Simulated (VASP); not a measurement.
A run of VASP 6.6.1 is set up as follows.

File INCAR:

```
SYSTEM = In3GaP4
  PREC = Accurate
  ENCUT = 520
  EDIFF = 1E-6
  ISMEAR = -1
  SIGMA = 0.02
  LREAL = .False.
  LASPH = .True.
  NELM = 80
  ALGO = Normal
  ISIF = 2
  LWAVE = .False.
  LCHARG = .True.
  GGA = PE
  LELF = .True.
  LVHAR = .True.
  NBANDS = 46
```

Contents of KPOINTS:

```
regular mesh
0
Gamma
  4 4 4
  0 0 0
```

The input POSCAR:

```
In3GaP4
1.0
    5.8438361795      0.0000000000      0.0000000000
    0.0000000000      5.8438361795      0.0000000000
    0.0000000000      0.0000000000      5.8438361795
Ga P In
1 4 3
Direct
    0.0000000000      0.0000000000      0.0000000000
    0.2391678206      0.2391678206      0.2391678206
    0.7608321794      0.7608321794      0.2391678206
    0.7608321794      0.2391678206      0.7608321794
    0.2391678206      0.7608321794      0.7608321794
    0.5000000000      0.5000000000      0.0000000000
    0.5000000000      0.0000000000      0.5000000000
    0.0000000000      0.5000000000      0.5000000000
```

Potentials or basis: VASP PAW PBE potentials, release 64 (Ga_d, P, In_d).

The run is started by

```bash
$ cat potpaw_PBE.64/Ga_d/POTCAR potpaw_PBE.64/P/POTCAR potpaw_PBE.64/In_d/POTCAR > POTCAR
$ mpirun -np 1 vasp_std > vasp.out
```

(1) Predict the pressure.

(2) Estimate the band gap on the k mesh.

## Answers

(1) 0.0 GPa.

(2) 0.62 eV.

Caveat: semilocal functionals underestimate gaps, and a narrow one can read as zero; spin-orbit coupling is left out, which moves the levels of the heavy elements.
